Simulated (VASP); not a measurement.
# Te2Mo (2 layers of MoTe2, 2H stacking) in VASP: single point with LDA

Aim: the single point of Te2Mo (2 layers of MoTe2, 2H stacking) with LDA.

Everything below comes from runs of VASP 6.6.1. Logs are shortened: lines on timing, memory, paths and dates and some standing lists are left out, and cuts for length are marked.

**1. The cell of the first run**

The cell holds a slab with vacuum, 6 atoms: a = 3.518 Å, b = 3.518 Å, c = 28.000 Å, α = 90.00°, β = 90.00°, γ = 120.00°.

**2. Single point, LDA**

The input, INCAR:

```
PREC = Accurate
ENCUT = 520
EDIFF = 1E-6
ISMEAR = 0
SIGMA = 0.01
LREAL = False
LASPH = True
NELM = 60
ALGO = Normal
ISIF = 2
LWAVE = False
LCHARG = False
NBANDS = 35
```

The input, KPOINTS:

```
Automatic mesh
0
Gamma
  12 12 1
```

The input, POSCAR:

```
Te2Mo
1.0
    3.5180000000      0.0000000000      0.0000000000
   -1.7590000000      3.0466773705      0.0000000000
    0.0000000000      0.0000000000     28.0000000000
Mo Te
2 4
Direct
    0.3333333333      0.6666666667      0.3781447392
    0.6666666667      0.3333333333      0.6218552608
    0.6666666667      0.3333333333      0.4417097991
    0.6666666667      0.3333333333      0.3147836988
    0.3333333333      0.6666666667      0.6852163012
    0.3333333333      0.6666666667      0.5582902009
```

Potentials or basis: VASP PAW LDA potentials, release 64 (Mo_sv, Te).

Command:

```
$ cat potpaw_LDA.64/Mo_sv/POTCAR potpaw_LDA.64/Te/POTCAR > POTCAR
$ mpirun -np 1 vasp_std > vasp.out
```

OUTCAR:

```text
PREC = Accurate
   ENCUT = 520
   EDIFF = 1E-6
   ISMEAR = 0
   LREAL = False
   LASPH = True
   NELM = 60
   ISIF = 2

 ion  position               nearest neighbor table
   1  0.333  0.667  0.378-   4 2.70   4 2.70   4 2.70   3 2.70   3 2.70   3 2.70
   2  0.667  0.333  0.622-   5 2.70   5 2.70   5 2.70   6 2.70   6 2.70   6 2.70
   3  0.667  0.333  0.442-   1 2.70   1 2.70   1 2.70   4 3.55
   4  0.667  0.333  0.315-   1 2.70   1 2.70   1 2.70   3 3.55
   5  0.333  0.667  0.685-   2 2.70   2 2.70   2 2.70   6 3.55
   6  0.333  0.667  0.558-   2 2.70   2 2.70   2 2.70   5 3.55

  LATTYP: Found a hexagonal cell.
 ALAT       =     3.5180000000
 C/A-ratio  =     7.9590676521

  Lattice vectors:

 A1 = (   3.5180000000,   0.0000000000,   0.0000000000)
 A2 = (  -1.7590000000,   3.0466773705,   0.0000000000)
 A3 = (   0.0000000000,   0.0000000000,  28.0000000000)

Analysis of symmetry for initial positions (statically):
=====================================================================
 Subroutine PRICEL returns:
 Original cell was already a primitive cell.

 Routine SETGRP: Setting up the symmetry group for a
 hexagonal supercell.

 Subroutine GETGRP returns: Found 12 space group operations
 (whereof 12 operations were pure point group operations)
 out of a pool of 24 trial point group operations.

The static configuration has the point symmetry D_3d.

Analysis of symmetry for dynamics (positions and initial velocities):
=====================================================================
 Subroutine PRICEL returns:
 Original cell was already a primitive cell.

 Routine SETGRP: Setting up the symmetry group for a
 hexagonal supercell.

 Subroutine GETGRP returns: Found 12 space group operations
 (whereof 12 operations were pure point group operations)
 out of a pool of 24 trial point group operations.

The dynamic configuration has the point symmetry D_3d.

 Subroutine INISYM returns: Found 12 space group operations
 (whereof 12 operations are pure point group operations),
 and found     1 'primitive' translations

----------------------------------------------------------------------------------------

                                     Primitive cell

  volume of cell :     300.1099

  direct lattice vectors                    reciprocal lattice vectors
     3.518000000  0.000000000  0.000000000     0.284252416  0.164113209  0.000000000
[... 91 lines left out ...]
   NSW    =      0    number of steps for IOM
   IBRION =     -1    ionic relax: 0-MD 1-quasi-New 2-CG
   NFREE  =      0    steps in history (QN), initial steepest desc. (CG)
   ISIF   =      2    stress and relaxation
   ISYM   =      2    0-nonsym 1-usesym 2-fastsym
   POTIM  = 0.5000    time-step for ionic-motion
   TEBEG  =    0.0;   TEEND  =   0.0 temperature during run
   PSTRESS=    0.0 pullay stress
   NELECT =      52.0000    total number of electrons
   NUPDOWN=      -1.0000    fix difference up-down
   EMIN   =  10.00;   EMAX   =-10.00  energy-range for DOS
   EFERMI =   0.00;   METHOD = LEGACY
   ISMEAR =     0;   SIGMA  =   0.01  broadening in eV -4-tet -1-fermi 0-gaus
   EFERMI_NEDOS =   21; number of points for ismear=-14 and -15
   IALGO  =     38    algorithm
   IMIX   =      4    mixing-type and parameters
     AMIX     =   0.40;   BMIX     =  1.00
     AMIX_MAG =   1.60;   BMIX_MAG =  1.00
  volume/ion in A,a.u.               =      50.02       337.54
  Fermi-wavevector in a.u.,A,eV,Ry     =   0.912674  1.724704 11.333305  0.832974
  Thomas-Fermi vector in A             =   2.037097
   LORBIT       =      0    0 simple, 1 ext, 2 COOP (PROOUT), +10 PAW based schemes
   GGA     = CA    functional components
   LHFCALC =     F    Hartree Fock is set to
   AEXX    =    0.0000 exact exchange contribution
   IVDW    =     0    specifies the selected vdW correction
   LEPSILON=     F    determine dielectric tensor
   LRPA    =     F    only Hartree local field effects (RPA)
 non-spin polarized calculation
 Gauss-broadening in eV      SIGMA  =   0.01
  energy-cutoff  :      520.00
  volume of cell :      300.11
 maximum number of plane-waves:      8205
 NGX is ok and might be reduce to    28
   NGX = 13   NGY = 13   NGZ =105

 number of electron      52.0000002 magnetization

 Free energy of the ion-electron system (eV)
  ---------------------------------------------------
  ext. energy  EPLUGINS =         0.00000000
  ---------------------------------------------------
  free energy    TOTEN  =       -41.07980802 eV

  energy without entropy =      -41.07980802  energy(sigma->0) =      -41.07980802

 E-fermi :   1.7865     XC(G=0):  -5.6772

 val. band max:        1.5930002366   @ k =   0.0000   0.0000   0.0000
 cond. band min:       2.3864213763   @ k =   0.3333   0.3333   0.0000
 fundamental gap:      0.7934211397
 Fermi energy:         1.7864897805

 k-point     1 :       0.0000    0.0000    0.0000
  band No.  band energies     occupation
      1     -58.9689      2.00000
      2     -58.9689      2.00000
      3     -33.3319      2.00000
      4     -33.3319      2.00000
      5     -33.2022      2.00000
      6     -33.2022      2.00000
[... 711 lines left out ...]
     34       5.3778      0.00000
     35       6.0489      0.00000

------------------------ aborting loop because EDIFF is reached ----------------------------------------

  FORCE on cell =-STRESS in cart. coord.  units (eV):
  Direction    XX          YY          ZZ          XY          YZ          ZX
  --------------------------------------------------------------------------------------
  -------------------------------------------------------------------------------------
  Total       -1.8144326     -1.8144326      0.3773257      0.0000000      0.0000000     -0.0000000
  in kB       -9.6865939     -9.6865939      2.0144042      0.0000000      0.0000000     -0.0000000
  external PRESSURE =      -5.7862612 kB  Pullay stress =       0.0000000 kB

 VOLUME and BASIS-vectors are now :
 -----------------------------------------------------------------------------
  energy-cutoff  :      520.00
  volume of cell :      300.11
      direct lattice vectors                 reciprocal lattice vectors
     3.518000000  0.000000000  0.000000000     0.284252416  0.164113209  0.000000000
    -1.759000000  3.046677370  0.000000000     0.000000000  0.328226418  0.000000000
     0.000000000  0.000000000 28.000000000     0.000000000  0.000000000  0.035714286

 POSITION                                       TOTAL-FORCE (eV/Angst)
 -----------------------------------------------------------------------------------
     -0.00000      2.03112     10.58805         0.000000      0.000000      0.000836
      1.75900      1.01556     17.41195         0.000000     -0.000000     -0.000836
      1.75900      1.01556     12.36787        -0.000000     -0.000000      0.058414
      1.75900      1.01556      8.81394        -0.000000     -0.000000     -0.057440
     -0.00000      2.03112     19.18606        -0.000000      0.000000      0.057440
     -0.00000      2.03112     15.63213        -0.000000      0.000000     -0.058414
 -----------------------------------------------------------------------------------
    total drift:                                0.000000      0.000000     -0.000000

  FREE ENERGIE OF THE ION-ELECTRON SYSTEM (eV)
  ---------------------------------------------------
  free  energy   TOTEN  =       -41.0798080226 eV

  energy  without entropy=      -41.0798080226  energy(sigma->0) =      -41.07980802
```

OSZICAR:

```text
N       E                     dE             d eps       ncg     rms          rms(c)
DAV:   1     0.391520878407E+03    0.39152E+03   -0.25480E+04  1610   0.121E+03
DAV:   2    -0.165062695609E+02   -0.40803E+03   -0.39575E+03  1686   0.282E+02
[... 17 lines left out ...]
DAV:  20    -0.410797968832E+02   -0.10515E-04   -0.73113E-07  1050   0.266E-03    0.389E-03
DAV:  21    -0.410798009539E+02   -0.40707E-05   -0.28555E-07  1014   0.128E-03    0.338E-03
DAV:  22    -0.410798034936E+02   -0.25397E-05   -0.21142E-07  1032   0.100E-03    0.856E-04
DAV:  23    -0.410798051245E+02   -0.16309E-05   -0.36071E-08   804   0.671E-04    0.491E-04
DAV:  24    -0.410798076380E+02   -0.25135E-05   -0.10390E-07   905   0.786E-04    0.127E-03
DAV:  25    -0.410798080226E+02   -0.38458E-06   -0.12113E-08   764   0.330E-04
   1 F= -.41079808E+02 E0= -.41079808E+02  d E =-.100233-166
```

stdout:

```text
POSCAR found type information on POSCAR MoTe
 POSCAR found :  2 types and       6 ions
 scaLAPACK will be used
 LDA part: xc-table for (Slater(with rela. corr.)+CA(PZ))
 , standard interpolation
 POSCAR, INCAR and KPOINTS ok, starting setup
 FFT: planning ... GRIDC
 FFT: planning ... GRID_SOFT
 FFT: planning ... GRID
 WAVECAR not read
 entering main loop
```

Run time: 2.5 min. Hardware: 1 thread of AMD EPYC 9R45 (Zen 5), shared host; peak memory 0.38 GiB.

What came out:

```
Free energy            : -41.0798 eV
Largest force          : 0.058 eV/Å
Band gap on the k mesh : 0.79 eV, indirect (least direct gap 1.06 eV)
```

Forces on the atoms (eV/Å):
```
Mo   0.000  0.000  0.001
Mo   0.000  0.000 -0.001
Te   0.000  0.000  0.058
Te   0.000  0.000 -0.057
Te   0.000  0.000  0.057
Te   0.000  0.000 -0.058
```

Caveat: spin-orbit coupling is left out, which moves the levels of the heavy elements.
